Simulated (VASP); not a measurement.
# Sn (Immm) in VASP: notebook

Runs on Sn. Level: LDA. Tasks: single point.

All numbers are computed with VASP 6.6.1; they aren't measurements. Logs are shortened: lines on timing, memory, paths and dates and some standing lists are left out, and cuts for length are marked.

## Step 1: The cell of the first run

Symmetry: Immm, No. 71, orthorhombic system. The conventional cell has a = 3.645 Å, b = 3.749 Å, c = 4.196 Å, α = 90.00°, β = 90.00°, γ = 90.00°. Sn (site symmetry mmm) has 14 Sn at 3.35 to 4.20 Å within 4.4 Å.

## Step 2: Single point, LDA

INCAR reads:

```
PREC = Accurate
ENCUT = 520
EDIFF = 1E-6
ISMEAR = 0
SIGMA = 0.15
LREAL = False
LASPH = True
NELM = 80
ALGO = Fast
ISIF = 2
LWAVE = False
LCHARG = False
NBANDS = 13
```

KPOINTS reads:

```
Automatic mesh
0
Gamma
  22 22 22
```

POSCAR reads:

```
Sn
1.0
   -1.8226505780      1.8743867157      2.0982342931
    1.8226505780     -1.8743867157      2.0982342931
    1.8226505780      1.8743867157     -2.0982342931
Sn
1
Direct
    0.0000000000      0.0000000000      0.0000000000
```

Potentials or basis: VASP PAW LDA potentials, release 64 (Sn_d).

Command:

```console
cat potpaw_LDA.64/Sn_d/POTCAR > POTCAR
mpirun -np 1 vasp_std > vasp.out
```

OUTCAR:

```text
PREC = Accurate
   ENCUT = 520
   EDIFF = 1E-6
   ISMEAR = 0
   LREAL = False
   LASPH = True
   NELM = 80
   ISIF = 2

 ion  position               nearest neighbor table
   1  0.000  0.000  0.000-

  LATTYP: Found a body centered orthorhombic cell.
 ALAT       =     3.6453011560
 B/A-ratio  =     1.0283851103
 C/A-ratio  =     1.1511994227

  Lattice vectors:

 A1 = (  -1.8226505780,   1.8743867157,   2.0982342931)
 A2 = (   1.8226505780,  -1.8743867157,   2.0982342931)
 A3 = (   1.8226505780,   1.8743867157,  -2.0982342931)

Analysis of symmetry for initial positions (statically):
=====================================================================
 Subroutine PRICEL returns:
 Original cell was already a primitive cell.

 Routine SETGRP: Setting up the symmetry group for a
 body centered orthorhombic supercell.

 Subroutine GETGRP returns: Found  8 space group operations
 (whereof  8 operations were pure point group operations)
 out of a pool of  8 trial point group operations.

The static configuration has the point symmetry D_2h.

Analysis of symmetry for dynamics (positions and initial velocities):
=====================================================================
 Subroutine PRICEL returns:
 Original cell was already a primitive cell.

 Routine SETGRP: Setting up the symmetry group for a
 body centered orthorhombic supercell.

 Subroutine GETGRP returns: Found  8 space group operations
 (whereof  8 operations were pure point group operations)
 out of a pool of  8 trial point group operations.

The dynamic configuration has the point symmetry D_2h.

 Subroutine INISYM returns: Found  8 space group operations
 (whereof  8 operations are pure point group operations),
 and found     1 'primitive' translations

----------------------------------------------------------------------------------------

                                     Primitive cell

  volume of cell :      28.6732

  direct lattice vectors                    reciprocal lattice vectors
    -1.822650578  1.874386716  2.098234293     0.000000000  0.266753918  0.238295600
     1.822650578 -1.874386716  2.098234293     0.274325757  0.000000000  0.238295600
     1.822650578  1.874386716 -2.098234293     0.274325757  0.266753918  0.000000000

  length of vectors
     3.352307838  3.352307838  3.352307838     0.357690433  0.363372280  0.382638568

[... 85 lines left out ...]
   ISYM   =      2    0-nonsym 1-usesym 2-fastsym
   POTIM  = 0.5000    time-step for ionic-motion
   TEBEG  =    0.0;   TEEND  =   0.0 temperature during run
   PSTRESS=    0.0 pullay stress
   NELECT =      14.0000    total number of electrons
   NUPDOWN=      -1.0000    fix difference up-down
   EMIN   =  10.00;   EMAX   =-10.00  energy-range for DOS
   EFERMI =   0.00;   METHOD = LEGACY
   ISMEAR =     0;   SIGMA  =   0.15  broadening in eV -4-tet -1-fermi 0-gaus
   EFERMI_NEDOS =   21; number of points for ismear=-14 and -15
   IALGO  =     68    algorithm
   IMIX   =      4    mixing-type and parameters
     AMIX     =   0.40;   BMIX     =  1.00
     AMIX_MAG =   1.60;   BMIX_MAG =  1.00
  volume/ion in A,a.u.               =      28.67       193.50
  Fermi-wavevector in a.u.,A,eV,Ry     =   1.289116  2.436076 22.610433  1.661820
  Thomas-Fermi vector in A             =   2.421028
   LORBIT       =      0    0 simple, 1 ext, 2 COOP (PROOUT), +10 PAW based schemes
   GGA     = CA    functional components
   LHFCALC =     F    Hartree Fock is set to
   AEXX    =    0.0000 exact exchange contribution
   IVDW    =     0    specifies the selected vdW correction
   LEPSILON=     F    determine dielectric tensor
   LRPA    =     F    only Hartree local field effects (RPA)
 non-spin polarized calculation
 RMM-DIIS sequential band-by-band and
 Gauss-broadening in eV      SIGMA  =   0.15
  energy-cutoff  :      520.00
  volume of cell :       28.67
 maximum number of plane-waves:       785
 NGX is ok and might be reduce to    28

 number of electron      14.0000002 magnetization

 Free energy of the ion-electron system (eV)
  ---------------------------------------------------
  ext. energy  EPLUGINS =         0.00000000
  ---------------------------------------------------
  free energy    TOTEN  =        -4.39414231 eV

  energy without entropy =       -4.38728330  energy(sigma->0) =       -4.39071280

 E-fermi :   7.2000     XC(G=0): -10.3543

 val. band max:        7.1958726045   @ k =  -0.3182   0.4545   0.1818
 cond. band min:       7.2000901959   @ k =  -0.3182   0.3182   0.0909
 fundamental gap:      0.0042175915
 Fermi energy:         7.2000247586

 k-point     1 :       0.0000    0.0000    0.0000
  band No.  band energies     occupation
      1     -14.2472      2.00000
      2     -14.2367      2.00000
      3     -14.2149      2.00000
      4     -14.1514      2.00000
      5     -14.1076      2.00000
      6      -3.5459      2.00000
      7      14.2525      0.00000
      8      14.3978      0.00000
      9      14.7414      0.00000
     10      18.4571      0.00000
     11      18.6994      0.00000
     12      19.2905      0.00000
     13      19.8032      0.00000
[... 354 lines left out ...]
  band No.  band energies     occupation
      1     -14.2550      2.00000
      2     -14.2158      2.00000
      3     -14.1575      2.00000
      4     -14.1185      2.00000
      5     -14.0612      2.00000
      6       0.4339      2.00000
      7       3.0431      2.00000
      8      11.0665      0.00000
      9      12.9451      0.00000
     10      16.0766      0.00000
     11      16.7004      0.00000
     12      19.0113      0.00000
     13      22.2751      0.00000

 [... further k-points ...]

------------------------ aborting loop because EDIFF is reached ----------------------------------------

  FORCE on cell =-STRESS in cart. coord.  units (eV):
  Direction    XX          YY          ZZ          XY          YZ          ZX
  --------------------------------------------------------------------------------------
  -------------------------------------------------------------------------------------
  Total       -0.9360080     -0.9405929     -0.8473805     -0.0000000      0.0000000      0.0000000
  in kB      -52.3014306    -52.5576196    -47.3491789     -0.0000000      0.0000000      0.0000000
  external PRESSURE =     -50.7360764 kB  Pullay stress =       0.0000000 kB

 VOLUME and BASIS-vectors are now :
 -----------------------------------------------------------------------------
  energy-cutoff  :      520.00
  volume of cell :       28.67
      direct lattice vectors                 reciprocal lattice vectors
    -1.822650578  1.874386716  2.098234293     0.000000000  0.266753918  0.238295600
     1.822650578 -1.874386716  2.098234293     0.274325757  0.000000000  0.238295600
     1.822650578  1.874386716 -2.098234293     0.274325757  0.266753918  0.000000000

 POSITION                                       TOTAL-FORCE (eV/Angst)
 -----------------------------------------------------------------------------------
      0.00000      0.00000      0.00000         0.000000      0.000000     -0.000000
 -----------------------------------------------------------------------------------
    total drift:                                0.000000     -0.000000     -0.000000

  FREE ENERGIE OF THE ION-ELECTRON SYSTEM (eV)
  ---------------------------------------------------
  free  energy   TOTEN  =        -4.3941423129 eV

  energy  without entropy=       -4.3872832963  energy(sigma->0) =       -4.39071280
```

OSZICAR:

```text
N       E                     dE             d eps       ncg     rms          rms(c)
DAV:   1     0.810346744725E+02    0.81035E+02   -0.71882E+03 41003   0.158E+03
DAV:   2     0.152916969778E+01   -0.79506E+02   -0.76980E+02 42343   0.339E+02
DAV:   3    -0.427926895242E+01   -0.58084E+01   -0.57855E+01 47491   0.746E+01
DAV:   4    -0.440487812969E+01   -0.12561E+00   -0.12558E+00 47325   0.118E+01
DAV:   5    -0.440934000941E+01   -0.44619E-02   -0.44618E-02 52754   0.217E+00    0.123E+00
RMM:   6    -0.439809991117E+01    0.11240E-01   -0.95243E-03 50199   0.123E+00    0.697E-01
RMM:   7    -0.439427661582E+01    0.38233E-02   -0.71590E-03 49856   0.909E-01    0.895E-02
RMM:   8    -0.439410739001E+01    0.16923E-03   -0.78585E-04 54923   0.429E-01    0.249E-02
RMM:   9    -0.439414017659E+01   -0.32787E-04   -0.33628E-04 61143   0.167E-01    0.194E-02
RMM:  10    -0.439414037542E+01   -0.19883E-06   -0.51297E-05 53034   0.106E-01    0.640E-03
RMM:  11    -0.439414185302E+01   -0.14776E-05   -0.26550E-05 61854   0.530E-02    0.732E-03
RMM:  12    -0.439414231292E+01   -0.45991E-06   -0.43036E-06 43713   0.205E-02
   1 F= -.43941423E+01 E0= -.43907128E+01  d E =-.685902E-02
```

Wall time 18 min (1 thread of Intel Xeon 8259CL, shared host); peak memory 0.58 GiB.

What came out:

| Item | Value |
| --- | --- |
| Free energy | -4.3941 eV |
| Pressure | -5.1 GPa |
| Band gap on the k mesh | zero (bands 7 and 8 overlap by 9.22 eV) |

Caveat: the cell stands under tension; spin-orbit coupling is left out, which moves the levels of the heavy elements.

## Step 3: Single point, LDA

This run uses another cell than the first one, of the same volume but with other edges.

INCAR reads:

```
PREC = Accurate ; ENCUT = 520
EDIFF = 1E-6 ; ISMEAR = 0
SIGMA = 0.15 ; LREAL = F
LASPH = T ; NELM = 80
ALGO = Fast ; ISIF = 2
LWAVE = F ; LCHARG = T
GGA = CA ; LELF = T
LVHAR = T ; NBANDS = 13
```

KPOINTS is that of step 2.

POSCAR reads:

```
Sn
1.0
   -1.6247354043      1.6708536980      2.6405568838
    1.6247354043     -1.6708536980      2.6405568838
    1.6247354043      1.6708536980     -2.6405568838
Sn
1
Direct
    0.0000000000      0.0000000000      0.0000000000
```

Potentials or basis: VASP PAW LDA potentials, release 64 (Sn_d).

Command:

```console
cat potpaw_LDA.64/Sn_d/POTCAR > POTCAR
mpirun -np 1 vasp_std > vasp.out
```

Run time: 17 min. Hardware: 1 thread of Intel Xeon 8259CL, shared host; peak memory 0.59 GiB.

It converged, with:

```yaml
Free_energy: -4.3948 eV
Pressure: -4.7 GPa
Band_gap_on_the_k_mesh: zero (bands 7 and 8 overlap by 9.13 eV)
```

Stress tensor (GPa, compression positive):
```
-4.10  0.00  0.00
 0.00 -4.95  0.00
 0.00  0.00 -5.04
```

Levels at points of the mesh, in eV from the Fermi level:
| k point | band 4 | band 5 | band 6 | band 7 | band 8 | band 9 | band 10 | band 11 |
| --- | --- | --- | --- | --- | --- | --- | --- | --- |
| (0.00, 0.00, 0.00) | -21.40 | -21.33 | -10.78 | 6.82 | 7.00 | 7.53 | 10.85 | 11.24 |
| (0.50, 0.00, 0.00) | -21.31 | -21.30 | -6.90 | -4.34 | 4.16 | 6.74 | 8.22 | 10.66 |
| (0.00, 0.50, 0.00) | -21.32 | -21.28 | -6.59 | -4.29 | 4.18 | 6.24 | 8.37 | 10.27 |
| (0.50, 0.50, 0.00) | -21.32 | -21.24 | -4.44 | -3.04 | 1.10 | 2.00 | 4.84 | 5.53 |
| (0.50, 0.50, 0.50) | -21.30 | -21.30 | -6.19 | -3.97 | 2.68 | 3.41 | 6.27 | 7.01 |

Caveat: the cell stands under tension; spin-orbit coupling is left out, which moves the levels of the heavy elements.

## Step 4: Single point, LDA

INCAR reads:

```
SYSTEM = Sn
PREC     = Accurate       ! precision mode
ENCUT    = 520            ! plane-wave cutoff, eV
EDIFF    = 1E-6           ! SCF threshold, eV
ISMEAR   = 0              ! smearing method
SIGMA    = 0.15           ! smearing width, eV
LREAL    = .FALSE.        ! projectors in reciprocal space
LASPH    = .TRUE.         ! aspherical terms in the spheres
NELM     = 60             ! most SCF steps
ALGO     = Fast           ! electronic algorithm
ISIF     = 2              ! what is computed and relaxed
LWAVE    = .FALSE.        ! write WAVECAR
LCHARG   = .FALSE.        ! write CHGCAR
GGA      = CA             ! functional
NBANDS   = 13             ! bands
```

KPOINTS reads:

```
regular mesh
0
G
  22 22 22
  0 0 0
```

POSCAR reads:

```
Sn
1.0
   -1.7751992964      1.8255885243      2.2119055679
    1.7751992964     -1.8255885243      2.2119055679
    1.7751992964      1.8255885243     -2.2119055679
Sn
1
Direct
    0.0000000000      0.0000000000      0.0000000000
```

Command:

```console
cat potpaw_LDA.64/Sn_d/POTCAR > POTCAR
mpirun -np 1 vasp_std > vasp.out
```

Run time: 17 min. Hardware: 1 thread of Intel Xeon 8259CL, shared host; peak memory 0.58 GiB.

Results (log left out):

| Item | Value |
| --- | --- |
| Free energy | -4.3978 eV |
| Pressure | -4.9 GPa |
| Band gap on the k mesh | zero (bands 7 and 8 overlap by 9.11 eV) |

Stress tensor (GPa, compression positive):
```
-4.91  0.00  0.00
 0.00 -5.11  0.00
 0.00  0.00 -4.69
```

Levels at points of the mesh, in eV from the Fermi level:
```csv
k point,band 4,band 5,band 6,band 7,band 8,band 9,band 10,band 11
"(0.00, 0.00, 0.00)",-21.39,-21.33,-10.77,7.02,7.05,7.50,10.92,11.28
"(0.50, 0.00, 0.00)",-21.32,-21.28,-6.83,-4.33,4.58,6.16,9.13,9.67
"(0.00, 0.50, 0.00)",-21.31,-21.28,-6.61,-4.26,4.19,5.73,8.68,9.15
"(0.50, 0.50, 0.00)",-21.30,-21.26,-5.63,-3.74,2.24,3.12,6.09,6.47
"(0.50, 0.50, 0.50)",-21.27,-21.27,-3.85,-2.46,0.59,1.18,4.16,5.05
```

Caveat: the cell stands under tension; spin-orbit coupling is left out, which moves the levels of the heavy elements.

## Step 5: The runs side by side

```tsv
cell	gap on the mesh (eV)	pressure (GPa)
a = 3.352 Å, angles 114.1, 112.0, 102.5°, 1 atom	none	-5.1
a = 3.522 Å, angles 125.1, 123.4, 82.9°, 1 atom	none	-4.7
a = 3.373 Å, angles 116.5, 114.5, 98.0°, 1 atom	none	-4.9
```

Alike in all rows: task single point; level LDA; potentials or basis VASP PAW LDA potentials, release 64 (Sn_d); no spin polarisation; k mesh 22 × 22 × 22; cutoff (eV) 520; smearing gaussian 0.15 eV.

Caveats: the cell stands under tension; spin-orbit coupling is left out, which moves the levels of the heavy elements.

Absolute energies hang on the potentials; compare differences alone.
